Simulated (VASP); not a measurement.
# Rb3Ba (I4/mmm) in VASP: notebook

The runs below take Rb3Ba through single point, with PBE.

Everything below comes from runs of VASP 6.6.1. Logs are shortened: lines on timing, memory, paths and dates and some standing lists are left out, and cuts for length are marked.

### 1 The cell of the first run

The structure is tetragonal, space group I4/mmm (No. 139). The conventional cell has a = 6.743 Å, b = 6.743 Å, c = 14.743 Å, α = 90.00°, β = 90.00°, γ = 90.00°.

### 2 Single point, PBE

The input, INCAR:

```
SYSTEM = Rb3Ba
PREC     = Accurate       ! precision mode
ENCUT    = 520            ! plane-wave cutoff, eV
EDIFF    = 1E-6           ! SCF threshold, eV
ISMEAR   = 1              ! smearing method
SIGMA    = 0.3            ! smearing width, eV
LREAL    = .False.        ! projectors in reciprocal space
LASPH    = .True.         ! aspherical terms in the spheres
NELM     = 100            ! most SCF steps
ALGO     = Normal         ! electronic algorithm
ISIF     = 2              ! what is computed and relaxed
LWAVE    = .False.        ! write WAVECAR
LCHARG   = .False.        ! write CHGCAR
GGA      = PE             ! functional
NBANDS   = 26             ! bands
ISYM     = 0
```

The input, KPOINTS:

```
Automatic mesh
0
Gamma
  3 3 4
  0 0 0
```

The input, POSCAR:

```
Rb3Ba
1.0
   -3.3714590000      3.3714590000      7.3713480000
    3.3714590000     -3.3714590000      7.3713480000
    3.3714590000      3.3714590000     -7.3713480000
Rb Ba
3 1
Direct
    0.7500000000      0.2500000000      0.5000000000
    0.2500000000      0.7500000000      0.5000000000
    0.5000000000      0.5000000000      0.0000000000
    0.0000000000      0.0000000000      0.0000000000
```

Potentials or basis: VASP PAW PBE potentials, release 64 (Rb_sv, Ba_sv).

On the command line:

```
> cat potpaw_PBE.64/Rb_sv/POTCAR potpaw_PBE.64/Ba_sv/POTCAR > POTCAR
> mpirun -np 1 vasp_std > vasp.out
```

OUTCAR:

```text
SYSTEM = Rb3Ba
   PREC = Accurate
   ENCUT = 520
   EDIFF = 1E-6
   ISMEAR = 1
   LREAL = .False.
   LASPH = .True.
   NELM = 100
   ISIF = 2
   GGA = PE
   ISYM = 0

 ion  position               nearest neighbor table
   1  0.750  0.250  0.500-   2 4.77   2 4.77   2 4.77   2 4.77   4 5.00   3 5.00   4 5.00   3 5.00
                             3 5.00   3 5.00   4 5.00   4 5.00
   2  0.250  0.750  0.500-   1 4.77   1 4.77   1 4.77   1 4.77   4 5.00   3 5.00   4 5.00   3 5.00
                             4 5.00   4 5.00   3 5.00   3 5.00
   3  0.500  0.500  0.000-   4 4.77   4 4.77   4 4.77   4 4.77   2 5.00   1 5.00   2 5.00   1 5.00
                             2 5.00   2 5.00   1 5.00   1 5.00
   4  0.000  0.000  0.000-   3 4.77   3 4.77   3 4.77   3 4.77   2 5.00   1 5.00   2 5.00   1 5.00
                             1 5.00   1 5.00   2 5.00   2 5.00

IMPORTANT INFORMATION: All symmetrisations will be switched off!
NOSYMM: (Re-)initialisation of all symmetry stuff for point group C_1.

----------------------------------------------------------------------------------------

                                     Primitive cell

  volume of cell :     335.1527

  direct lattice vectors                    reciprocal lattice vectors
    -3.371459000  3.371459000  7.371348000     0.000000000  0.148303746  0.067830199
     3.371459000 -3.371459000  7.371348000     0.148303746  0.000000000  0.067830199
     3.371459000  3.371459000 -7.371348000     0.148303746  0.148303746  0.000000000

  length of vectors
     8.778965937  8.778965937  8.778965937     0.163079542  0.163079542  0.209733169

  position of ions in fractional coordinates (direct lattice)
     0.750000000  0.250000000  0.500000000
     0.250000000  0.750000000  0.500000000
     0.500000000  0.500000000  0.000000000
     0.000000000  0.000000000  0.000000000

  ion indices of the primitive-cell ions
   primitive index   ion index
                 1           1
                 2           2
                 3           3
                 4           4

----------------------------------------------------------------------------------------

 KPOINTS: Automatic mesh

Automatic generation of k-mesh.
 Grid dimensions read from file:
 generate k-points for:    3    3    4

 Generating k-lattice:

  Cartesian coordinates                     Fractional coordinates (reciprocal lattice)
[... 75 lines left out ...]
   NELM   =    100;   NELMIN=  2; NELMDL= -5     # of ELM steps
   EDIFF  = 0.1E-05   stopping-criterion for ELM
   LREAL  =      F    real-space projection
   EDIFFG = 0.1E-04   stopping-criterion for IOM
   NSW    =      0    number of steps for IOM
   IBRION =     -1    ionic relax: 0-MD 1-quasi-New 2-CG
   NFREE  =      0    steps in history (QN), initial steepest desc. (CG)
   ISIF   =      2    stress and relaxation
   ISYM   =      0    0-nonsym 1-usesym 2-fastsym
   POTIM  = 0.5000    time-step for ionic-motion
   TEBEG  =    0.0;   TEEND  =   0.0 temperature during run
   PSTRESS=    0.0 pullay stress
   NELECT =      37.0000    total number of electrons
   NUPDOWN=      -1.0000    fix difference up-down
   EMIN   =  10.00;   EMAX   =-10.00  energy-range for DOS
   EFERMI =   0.00;   METHOD = LEGACY
   ISMEAR =     1;   SIGMA  =   0.30  broadening in eV -4-tet -1-fermi 0-gaus
   EFERMI_NEDOS =   21; number of points for ismear=-14 and -15
   IALGO  =     38    algorithm
   IMIX   =      4    mixing-type and parameters
     AMIX     =   0.40;   BMIX     =  1.00
     AMIX_MAG =   1.60;   BMIX_MAG =  1.00
  volume/ion in A,a.u.               =      83.79       565.43
  Fermi-wavevector in a.u.,A,eV,Ry     =   0.785346  1.484089  8.391648  0.616769
  Thomas-Fermi vector in A             =   1.889664
   LORBIT       =      0    0 simple, 1 ext, 2 COOP (PROOUT), +10 PAW based schemes
   GGA     = PE    functional components
   LHFCALC =     F    Hartree Fock is set to
   AEXX    =    0.0000 exact exchange contribution
   IVDW    =     0    specifies the selected vdW correction
   LEPSILON=     F    determine dielectric tensor
   LRPA    =     F    only Hartree local field effects (RPA)
 non-spin polarized calculation
 Methfessel and Paxton  Order N= 1 SIGMA  =   0.30
  energy-cutoff  :      520.00
  volume of cell :      335.15
 maximum number of plane-waves:      9046
 NGX is ok and might be reduce to    70
   NGX = 33   NGY = 33   NGZ = 33

 number of electron      37.0000000 magnetization

 Free energy of the ion-electron system (eV)
  ---------------------------------------------------
  ext. energy  EPLUGINS =         0.00000000
  ---------------------------------------------------
  free energy    TOTEN  =        -4.17375768 eV

  energy without entropy =       -4.14052829  energy(sigma->0) =       -4.16268121

 E-fermi :   0.3149     XC(G=0):  -5.9057

 val. band max:        0.3128789214   @ k =  -0.3333   0.3333   0.0000
 cond. band min:       0.3171189051   @ k =   0.3333  -0.0000   0.5000
 fundamental gap:      0.0042399837
 Fermi energy:         0.3149007235

 k-point     1 :       0.0000    0.0000    0.0000
  band No.  band energies     occupation
      1     -29.7265      2.00000
      2     -28.2911      2.00000
      3     -28.2852      2.00000
      4     -28.2253      2.00000
      5     -14.8528      2.00000
      6     -14.8387      2.00000
[... 540 lines left out ...]
     25       1.8348     -0.00000
     26       2.4528     -0.00000

------------------------ aborting loop because EDIFF is reached ----------------------------------------

  FORCE on cell =-STRESS in cart. coord.  units (eV):
  Direction    XX          YY          ZZ          XY          YZ          ZX
  --------------------------------------------------------------------------------------
  -------------------------------------------------------------------------------------
  Total       -0.0005049     -0.0005074     -0.1498620     -0.1453298      0.0573960      0.0573843
  in kB       -0.0024137     -0.0024258     -0.7164064     -0.6947403      0.2743780      0.2743221
  external PRESSURE =      -0.2404153 kB  Pullay stress =       0.0000000 kB

 VOLUME and BASIS-vectors are now :
 -----------------------------------------------------------------------------
  energy-cutoff  :      520.00
  volume of cell :      335.15
      direct lattice vectors                 reciprocal lattice vectors
    -3.371459000  3.371459000  7.371348000     0.000000000  0.148303746  0.067830199
     3.371459000 -3.371459000  7.371348000     0.148303746  0.000000000  0.067830199
     3.371459000  3.371459000 -7.371348000     0.148303746  0.148303746  0.000000000

 POSITION                                       TOTAL-FORCE (eV/Angst)
 -----------------------------------------------------------------------------------
     -0.00000      3.37146      3.68567         0.001207     -0.001224      0.000032
      3.37146     -0.00000      3.68567        -0.001196      0.001213     -0.000014
      0.00000      0.00000      7.37135         0.000001      0.000018     -0.000026
      0.00000      0.00000      0.00000        -0.000012     -0.000007      0.000007
 -----------------------------------------------------------------------------------
    total drift:                                0.000024      0.000001     -0.000046

  FREE ENERGIE OF THE ION-ELECTRON SYSTEM (eV)
  ---------------------------------------------------
  free  energy   TOTEN  =        -4.1737576751 eV

  energy  without entropy=       -4.1405282912  energy(sigma->0) =       -4.16268121
```

stdout:

```text
POSCAR found type information on POSCAR RbBa
 POSCAR found :  2 types and       4 ions
 scaLAPACK will be used
 LDA part: xc-table for (Slater+PW92), standard interpolation
 -----------------------------------------------------------------------------
|                                                                             |
|           W    W    AA    RRRRR   N    N  II  N    N   GGGG   !!!           |
|           W    W   A  A   R    R  NN   N  II  NN   N  G    G  !!!           |
|           W    W  A    A  R    R  N N  N  II  N N  N  G       !!!           |
|           W WW W  AAAAAA  RRRRR   N  N N  II  N  N N  G  GGG   !            |
|           WW  WW  A    A  R   R   N   NN  II  N   NN  G    G                |
|           W    W  A    A  R    R  N    N  II  N    N   GGGG   !!!           |
|                                                                             |
|     Your reciprocal lattice and k-lattice belong to different lattice       |
|     classes:                                                                |
|                                                                             |
|        The reciprocal lattice is body-centered tetragonal,                  |
|        whereas your k-lattice is base-centered monoclinic.                  |
|                                                                             |
|     Results are often still useful ...                                      |
|                                                                             |
 -----------------------------------------------------------------------------

 POSCAR, INCAR and KPOINTS ok, starting setup
 FFT: planning ... GRIDC
 FFT: planning ... GRID_SOFT
 FFT: planning ... GRID
 WAVECAR not read
 entering main loop
```

Wall time 7.2 min (1 thread of Intel Xeon 8259CL, shared host); peak memory 0.76 GiB.

Results:

```yaml
Free_energy: -4.1738 eV
Pressure: 0.0 GPa
```

Caveat: spin-orbit coupling is left out, which moves the levels of the heavy elements.

### 3 Single point, PBE

The input, INCAR:

```
SYSTEM = Rb3Ba
PREC = Accurate ; ENCUT = 520
EDIFF = 1E-6 ; ISMEAR = 1
SIGMA = 0.2 ; LREAL = .False.
LASPH = .True. ; NELM = 100
ALGO = Normal ; ISIF = 2
LWAVE = .False. ; LCHARG = .True.
GGA = PE ; LELF = .True.
LVHAR = .True. ; NBANDS = 26
ISYM = 0
```

The input, KPOINTS:

```
regular mesh
0
Gamma
  3 3 4
  0 0 0
```

POSCAR is that of step 2.

Potentials or basis: VASP PAW PBE potentials, release 64 (Rb_sv, Ba_sv).

On the command line:

```
> cat potpaw_PBE.64/Rb_sv/POTCAR potpaw_PBE.64/Ba_sv/POTCAR > POTCAR
> mpirun -np 1 vasp_std > vasp.out
```

OUTCAR:

```text
SYSTEM = Rb3Ba
   PREC = Accurate
   ENCUT = 520
   EDIFF = 1E-6
   ISMEAR = 1
   LREAL = .False.
   LASPH = .True.
   NELM = 100
   ISIF = 2
   GGA = PE
   ISYM = 0

 ion  position               nearest neighbor table
   1  0.750  0.250  0.500-   2 4.77   2 4.77   2 4.77   2 4.77   4 5.00   3 5.00   4 5.00   3 5.00
                             3 5.00   3 5.00   4 5.00   4 5.00
   2  0.250  0.750  0.500-   1 4.77   1 4.77   1 4.77   1 4.77   4 5.00   3 5.00   4 5.00   3 5.00
                             4 5.00   4 5.00   3 5.00   3 5.00
   3  0.500  0.500  0.000-   4 4.77   4 4.77   4 4.77   4 4.77   2 5.00   1 5.00   2 5.00   1 5.00
                             2 5.00   2 5.00   1 5.00   1 5.00
   4  0.000  0.000  0.000-   3 4.77   3 4.77   3 4.77   3 4.77   2 5.00   1 5.00   2 5.00   1 5.00
                             1 5.00   1 5.00   2 5.00   2 5.00

IMPORTANT INFORMATION: All symmetrisations will be switched off!
NOSYMM: (Re-)initialisation of all symmetry stuff for point group C_1.

----------------------------------------------------------------------------------------

                                     Primitive cell

  volume of cell :     335.1527

[... 160 lines left out ...]
 cond. band min:       0.3120279078   @ k =  -0.3333   0.3333   0.0000
 fundamental gap:      0.0105492387
 Fermi energy:         0.3076274187

 k-point     1 :       0.0000    0.0000    0.0000
  band No.  band energies     occupation
      1     -29.7301      2.00000
      2     -28.2882      2.00000
      3     -28.2823      2.00000
      4     -28.2247      2.00000
      5     -14.8557      2.00000
      6     -14.8427      2.00000
[... 540 lines left out ...]
     25       1.8343     -0.00000
     26       2.4532     -0.00000

------------------------ aborting loop because EDIFF is reached ----------------------------------------

  FORCE on cell =-STRESS in cart. coord.  units (eV):
  Direction    XX          YY          ZZ          XY          YZ          ZX
  --------------------------------------------------------------------------------------
  -------------------------------------------------------------------------------------
  Total        0.0180738      0.0180696     -0.1293603     -0.1938012      0.0738100      0.0738001
  in kB        0.0864005      0.0863807     -0.6183993     -0.9264553      0.3528444      0.3527970
  external PRESSURE =      -0.1485393 kB  Pullay stress =       0.0000000 kB

 VOLUME and BASIS-vectors are now :
 -----------------------------------------------------------------------------
  energy-cutoff  :      520.00
  volume of cell :      335.15
      direct lattice vectors                 reciprocal lattice vectors
    -3.371459000  3.371459000  7.371348000     0.000000000  0.148303746  0.067830199
     3.371459000 -3.371459000  7.371348000     0.148303746  0.000000000  0.067830199
     3.371459000  3.371459000 -7.371348000     0.148303746  0.148303746  0.000000000

 POSITION                                       TOTAL-FORCE (eV/Angst)
 -----------------------------------------------------------------------------------
     -0.00000      3.37146      3.68567         0.002014     -0.002025      0.000028
      3.37146     -0.00000      3.68567        -0.002000      0.002016     -0.000009
      0.00000      0.00000      7.37135        -0.000002      0.000016     -0.000025
      0.00000      0.00000      0.00000        -0.000012     -0.000007      0.000006
 -----------------------------------------------------------------------------------
    total drift:                                0.000024     -0.000001     -0.000049

  FREE ENERGIE OF THE ION-ELECTRON SYSTEM (eV)
  ---------------------------------------------------
  free  energy   TOTEN  =        -4.1609091031 eV

  energy  without entropy=       -4.1353173449  energy(sigma->0) =       -4.15237852
```

Wall time 7.5 min (1 thread of Intel Xeon 8259CL, shared host); peak memory 0.76 GiB.

What came out:

```yaml
Free_energy: -4.1609 eV
Pressure: 0.0 GPa
```

Forces on the atoms (eV/Å):
```
Rb   0.002 -0.002  0.000
Rb  -0.002  0.002  0.000
Rb   0.000  0.000  0.000
Ba   0.000  0.000  0.000
```

Levels at points of the mesh, in eV from the Fermi level:
| k point | band 16 | band 17 | band 18 | band 19 | band 20 | band 21 |
| --- | --- | --- | --- | --- | --- | --- |
| (0.00, 0.00, 0.00) | -12.61 | -2.20 | -0.01 | 0.26 | 0.80 | 0.80 |
| (0.00, 0.00, 0.50) | -12.61 | -0.52 | -0.23 | -0.21 | -0.19 | 0.61 |

Caveat: spin-orbit coupling is left out, which moves the levels of the heavy elements.

### 4 Single point, PBE

The input, INCAR:

```
ALGO     = Normal         # electronic algorithm
EDIFF    = 1E-6           # SCF threshold, eV
ENCUT    = 520            # plane-wave cutoff, eV
GGA      = PE             # functional
ISIF     = 2              # what is computed and relaxed
ISMEAR   = 1              # smearing method
ISYM     = 0            
LASPH    = True           # aspherical terms in the spheres
LCHARG   = True           # write CHGCAR
LELF     = True           # ELF
LREAL    = False          # projectors in reciprocal space
LVHAR    = True         
LWAVE    = False          # write WAVECAR
NBANDS   = 26             # bands
NELM     = 60             # most SCF steps
PREC     = Accurate       # precision mode
SIGMA    = 0.1            # smearing width, eV
```

The input, KPOINTS:

```
k-points
0
Gamma
  3 3 4
```

POSCAR is that of step 3.

On the command line:

```
> cat potpaw_PBE.64/Rb_sv/POTCAR potpaw_PBE.64/Ba_sv/POTCAR > POTCAR
> mpirun -np 1 vasp_std > vasp.out
```

Run time: 7.4 min. Hardware: 1 thread of Intel Xeon 8259CL, shared host; peak memory 0.76 GiB.

Results (log left out):

- Free energy: -4.1497 eV
- Pressure: 0.0 GPa
- Largest force: 0.003 eV/Å

Forces in eV/Å, atoms in the order of the input:
```
Rb   0.002 -0.002  0.000
Rb  -0.002  0.002  0.000
Rb   0.000  0.000  0.000
Ba   0.000  0.000  0.000
```

Stress tensor (GPa, compression positive):
```
 0.01 -0.10  0.05
-0.10  0.01  0.05
 0.05  0.05 -0.06
```

Levels at points of the mesh, in eV from the Fermi level:
| k point | band 16 | band 17 | band 18 | band 19 | band 20 | band 21 |
| --- | --- | --- | --- | --- | --- | --- |
| (0.00, 0.00, 0.00) | -12.61 | -2.20 | -0.01 | 0.26 | 0.80 | 0.80 |
| (0.00, 0.00, 0.50) | -12.61 | -0.52 | -0.23 | -0.21 | -0.20 | 0.61 |

Caveat: spin-orbit coupling is left out, which moves the levels of the heavy elements.

(Continued in part 2 of 2.)
